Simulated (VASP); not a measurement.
# Ga (C2/m) in VASP: single point with LDA

Aim: the single point of Ga with LDA.

Program: VASP 6.6.1. These are calculated values, not measurements. Logs are shortened: lines on timing, memory, paths and dates and some standing lists are left out, and cuts for length are marked.

## Step 1: The cell of the first run

The structure is monoclinic, space group C2/m (No. 12). The conventional cell has a = 4.032 Å, b = 3.912 Å, c = 2.942 Å, α = 90.00°, β = 130.79°, γ = 90.00°. Within 3.7 Å of Ga (site symmetry 2/m) lie 12 Ga at 2.81 to 3.07 Å.

## Step 2: Single point, LDA (equal xy, yz and zx shear strains of +3 %)

File INCAR:

```
PREC = Accurate ; ENCUT = 520
EDIFF = 1E-6 ; ISMEAR = -1
SIGMA = 0.05 ; LREAL = F
LASPH = T ; NELM = 80
ALGO = Normal ; ISIF = 2
LWAVE = F ; LCHARG = T
GGA = CA ; LELF = T
LVHAR = T ; NBANDS = 12
```

File KPOINTS:

```
regular mesh
0
Gamma
  14 14 16
```

File POSCAR:

```
Ga
1.0
   -1.3495050000      1.4163750000      2.2290000000
    1.4163750000     -1.3495050000      2.2290000000
    1.3916250000      1.3916250000     -2.1868800000
Ga
1
Direct
    0.0000000000      0.0000000000      0.0000000000
```

Potentials or basis: VASP PAW LDA potentials, release 64 (Ga_d).

Launch:

```
$ cat potpaw_LDA.64/Ga_d/POTCAR > POTCAR
$ mpirun -np 1 vasp_std > vasp.out
```

OUTCAR:

```text
PREC = Accurate
   ENCUT = 520
   EDIFF = 1E-6
   ISMEAR = -1
   LREAL = F
   LASPH = T
   NELM = 80
   ISIF = 2
   GGA = CA

 ion  position               nearest neighbor table
   1  0.000  0.000  0.000-

  Warning from LATTYP: Got some problem with cell dimensions!
  Tried to take original basis but could not verify dimensions!
  LATTYP: Found a base centered monoclinic cell.
 ALAT       =     4.0315585580
 B/A-ratio  =     0.9702314754
 C/A-ratio  =     0.7297561012
 COS(beta)  =    -0.6532612239

  Lattice vectors:

 A1 = (  -0.0421200000,  -2.8080000000,  -0.0421200000)
 A2 = (  -2.8080000000,  -0.0421200000,  -0.0421200000)
 A3 = (   1.3916250000,   1.3916250000,  -2.1868800000)

Analysis of symmetry for initial positions (statically):
=====================================================================
 Subroutine PRICEL returns:
 Original cell was already a primitive cell.

 Routine SETGRP: Setting up the symmetry group for a
 base centered monoclinic supercell.

 Subroutine GETGRP returns: Found  4 space group operations
 (whereof  4 operations were pure point group operations)
 out of a pool of  4 trial point group operations.

The static configuration has the point symmetry C_2h.

Analysis of symmetry for dynamics (positions and initial velocities):
=====================================================================
 Subroutine PRICEL returns:
 Original cell was already a primitive cell.

 Routine SETGRP: Setting up the symmetry group for a
 base centered monoclinic supercell.

 Subroutine GETGRP returns: Found  4 space group operations
 (whereof  4 operations were pure point group operations)
 out of a pool of  4 trial point group operations.

The dynamic configuration has the point symmetry C_2h.

 Subroutine INISYM returns: Found  4 space group operations
 (whereof  4 operations are pure point group operations),
 and found     1 'primitive' translations

----------------------------------------------------------------------------------------

                                     Primitive cell

  volume of cell :      17.5636

  direct lattice vectors                    reciprocal lattice vectors
    -1.349505000  1.416375000  2.229000000    -0.008581753  0.352966832  0.219150061
     1.416375000 -1.349505000  2.229000000     0.352966832 -0.008581753  0.219150061
     1.391625000  1.391625000 -2.186880000     0.351018044  0.351018044 -0.010530541

  length of vectors
     2.965758400  2.965758400  2.942054455     0.415555026  0.415555026  0.496526159

  position of ions in fractional coordinates (direct lattice)
     0.000000000  0.000000000  0.000000000

  ion indices of the primitive-cell ions
   primitive index   ion index
                 1           1

----------------------------------------------------------------------------------------

 KPOINTS: regular mesh

Automatic generation of k-mesh.
 Grid dimensions read from file:
 generate k-points for:   14   14   16

 Generating k-lattice:

  Cartesian coordinates                     Fractional coordinates (reciprocal lattice)
    -0.000612982  0.025211917  0.015653576     0.071428571  0.000000000 -0.000000000
     0.025211917 -0.000612982  0.015653576     0.000000000  0.071428571 -0.000000000
     0.021938628  0.021938628 -0.000658159    -0.000000000 -0.000000000  0.062500000

  Length of vectors
     0.029682502  0.029682502  0.031032885

  Shift w.r.t. Gamma in fractional coordinates (k-lattice)
     0.000000000  0.000000000  0.000000000

 Subroutine IBZKPT returns following result:
 ===========================================

 Found    849 irreducible k-points:

 Following reciprocal coordinates:
            Coordinates               Weight
  0.000000  0.000000  0.000000      1.000000
  0.071429  0.000000 -0.000000      4.000000
  0.142857 -0.000000  0.000000      4.000000
  0.214286 -0.000000  0.000000      4.000000
  0.285714 -0.000000  0.000000      4.000000
  0.357143 -0.000000  0.000000      4.000000
[... 16 lines left out ...]
  0.214286  0.142857 -0.000000      4.000000
  0.285714  0.142857 -0.000000      4.000000
 [... further k-points ...]
   k-points           NKPTS =    849   k-points in BZ     NKDIM =    849   number of bands    NBANDS=     12
   number of dos      NEDOS =    301   number of ions     NIONS =      1
   total plane-waves  NPLWV =  13824
   dimension x,y,z NGX =    24 NGY =   24 NGZ =   24
   dimension x,y,z NGXF=    48 NGYF=   48 NGZF=   48
   ions per type =               1
   NGX,Y,Z   is equivalent  to a cutoff of  13.45, 13.45, 13.56 a.u.
   NGXF,Y,Z  is equivalent  to a cutoff of  26.91, 26.91, 27.12 a.u.
 SYSTEM =  unknown system
   PREC   = accura    normal or accurate (medium, high low for compatibility)
   ISTART =      0    job   : 0-new  1-cont  2-samecut
   ICHARG =      2    charge: 1-file 2-atom 10-const
   ISPIN  =      1    spin polarized calculation?
   LNONCOLLINEAR =      F non collinear calculations
   LSORBIT =      F    spin-orbit coupling
   LASPH  =      T    aspherical Exc in radial PAW
   ENCUT  =  520.0 eV  38.22 Ry    6.18 a.u.   5.51  5.51  5.47*2*pi/ulx,y,z
   NELM   =     80;   NELMIN=  2; NELMDL= -5     # of ELM steps
   EDIFF  = 0.1E-05   stopping-criterion for ELM
   LREAL  =      F    real-space projection
   EDIFFG = 0.1E-04   stopping-criterion for IOM
   NSW    =      0    number of steps for IOM
   IBRION =     -1    ionic relax: 0-MD 1-quasi-New 2-CG
   NFREE  =      0    steps in history (QN), initial steepest desc. (CG)
   ISIF   =      2    stress and relaxation
   ISYM   =      2    0-nonsym 1-usesym 2-fastsym
   POTIM  = 0.5000    time-step for ionic-motion
   TEBEG  =    0.0;   TEEND  =   0.0 temperature during run
   PSTRESS=    0.0 pullay stress
   NELECT =      13.0000    total number of electrons
   NUPDOWN=      -1.0000    fix difference up-down
   EMIN   =  10.00;   EMAX   =-10.00  energy-range for DOS
   EFERMI =   0.00;   METHOD = LEGACY
   ISMEAR =    -1;   SIGMA  =   0.05  broadening in eV -4-tet -1-fermi 0-gaus
   EFERMI_NEDOS =   21; number of points for ismear=-14 and -15
   IALGO  =     38    algorithm
   IMIX   =      4    mixing-type and parameters
     AMIX     =   0.40;   BMIX     =  1.00
     AMIX_MAG =   1.60;   BMIX_MAG =  1.00
  volume/ion in A,a.u.               =      17.56       118.53
  Fermi-wavevector in a.u.,A,eV,Ry     =   1.480873  2.798445 29.837390  2.192986
  Thomas-Fermi vector in A             =   2.594854
   LORBIT       =      0    0 simple, 1 ext, 2 COOP (PROOUT), +10 PAW based schemes
   GGA     = CA    functional components
   LHFCALC =     F    Hartree Fock is set to
   AEXX    =    0.0000 exact exchange contribution
   IVDW    =     0    specifies the selected vdW correction
   LEPSILON=     F    determine dielectric tensor
   LRPA    =     F    only Hartree local field effects (RPA)
 non-spin polarized calculation
  energy-cutoff  :      520.00
  volume of cell :       17.56
 maximum number of plane-waves:       486
 NGX is ok and might be reduce to    24
   NGX = 11   NGY = 11   NGZ = 11

 number of electron      13.0000003 magnetization

 Free energy of the ion-electron system (eV)
  ---------------------------------------------------
  ext. energy  EPLUGINS =         0.00000000
  ---------------------------------------------------
  free energy    TOTEN  =        -3.56191316 eV

  energy without entropy =       -3.55883339  energy(sigma->0) =       -3.56037327

 E-fermi :   5.9819     XC(G=0): -11.6970

 val. band max:        5.9817747253   @ k =   0.5000   0.4286   0.0625
 cond. band min:       5.9820289862   @ k =  -0.0714   0.3571   0.3750
 fundamental gap:      0.0002542608
 Fermi energy:         5.9818979457

 k-point     1 :       0.0000    0.0000    0.0000
  band No.  band energies     occupation
      1      -9.1638      2.00000
      2      -9.0378      2.00000
      3      -9.0291      2.00000
      4      -8.9979      2.00000
      5      -8.8641      2.00000
      6      -5.6224      2.00000
      7      18.3506      0.00000
      8      18.6923      0.00000
      9      19.4621      0.00000
     10      22.0847      0.00000
     11      22.7148      0.00000
     12      23.1002      0.00000

 k-point     2 :       0.0714    0.0000   -0.0000
  band No.  band energies     occupation
      1      -9.1567      2.00000
      2      -9.0380      2.00000
      3      -9.0270      2.00000
      4      -8.9941      2.00000
      5      -8.8675      2.00000
      6      -5.4873      2.00000
      7      16.7361      0.00000
      8      18.3937      0.00000
      9      19.0691      0.00000
     10      21.8010      0.00000
     11      22.9013      0.00000
     12      23.7949      0.00000

 k-point     3 :       0.1429   -0.0000    0.0000
  band No.  band energies     occupation
      1      -9.1415      2.00000
      2      -9.0514      2.00000
      3      -9.0122      2.00000
      4      -8.9781      2.00000
      5      -8.8756      2.00000
      6      -5.0789      2.00000
      7      13.8193      0.00000
      8      17.8634      0.00000
      9      18.4599      0.00000
     10      21.4308      0.00000
     11      22.6028      0.00000
     12      24.1276      0.00000
[... 286 lines left out ...]
 k-point    23 :       0.2143    0.1429   -0.0000
  band No.  band energies     occupation
      1      -9.1076      2.00000
      2      -9.0629      2.00000
      3      -8.9908      2.00000
      4      -8.9480      2.00000
      5      -8.8840      2.00000
      6      -3.4420      2.00000
      7       9.9965      0.00000
      8      12.6948      0.00000
      9      16.4645      0.00000
     10      21.2546      0.00000
     11      22.7044      0.00000
     12      24.3688      0.00000

 k-point    24 :       0.2857    0.1429   -0.0000
  band No.  band energies     occupation
      1      -9.1087      2.00000
      2      -9.0765      2.00000
      3      -8.9977      2.00000
      4      -8.8962      2.00000
      5      -8.8869      2.00000
      6      -2.3441      2.00000
      7       7.3545      0.00000
      8      12.7853      0.00000
      9      15.5296      0.00000
     10      20.1873      0.00000
     11      22.1770      0.00000
     12      24.8002      0.00000

 [... further k-points ...]
[... 5 lines left out ...]
  --------------------------------------------------------------------------------------
  -------------------------------------------------------------------------------------
  Total       -0.1637468     -0.1637468     -0.2172001     -0.0216557     -0.0450435     -0.0450435
  in kB      -14.9372105    -14.9372105    -19.8132895     -1.9754591     -4.1089336     -4.1089343
  external PRESSURE =     -16.5625702 kB  Pullay stress =       0.0000000 kB

 VOLUME and BASIS-vectors are now :
 -----------------------------------------------------------------------------
  energy-cutoff  :      520.00
  volume of cell :       17.56
      direct lattice vectors                 reciprocal lattice vectors
    -1.349505000  1.416375000  2.229000000    -0.008581753  0.352966832  0.219150061
     1.416375000 -1.349505000  2.229000000     0.352966832 -0.008581753  0.219150061
     1.391625000  1.391625000 -2.186880000     0.351018044  0.351018044 -0.010530541

 POSITION                                       TOTAL-FORCE (eV/Angst)
 -----------------------------------------------------------------------------------
      0.00000      0.00000      0.00000        -0.000000      0.000000      0.000000
 -----------------------------------------------------------------------------------
    total drift:                               -0.000000      0.000000      0.000000

  FREE ENERGIE OF THE ION-ELECTRON SYSTEM (eV)
  ---------------------------------------------------
  free  energy   TOTEN  =        -3.5619131567 eV

  energy  without entropy=       -3.5588333924  energy(sigma->0) =       -3.56037327
```

It took 78 s on 1 thread of AMD EPYC 9R45 (Zen 5), shared host; peak memory 0.24 GiB.

Results:

- Free energy: -3.5619 eV
- Pressure: -1.7 GPa
- Band gap on the k mesh: zero (an odd number of electrons rules out a gap without spin polarisation)

Stress tensor (GPa, compression positive):
```
-1.49 -0.20 -0.41
-0.20 -1.49 -0.41
-0.41 -0.41 -1.98
```

Caveat: the cell differs from its parent crystal (equal xy, yz and zx shear strains of +3 %).
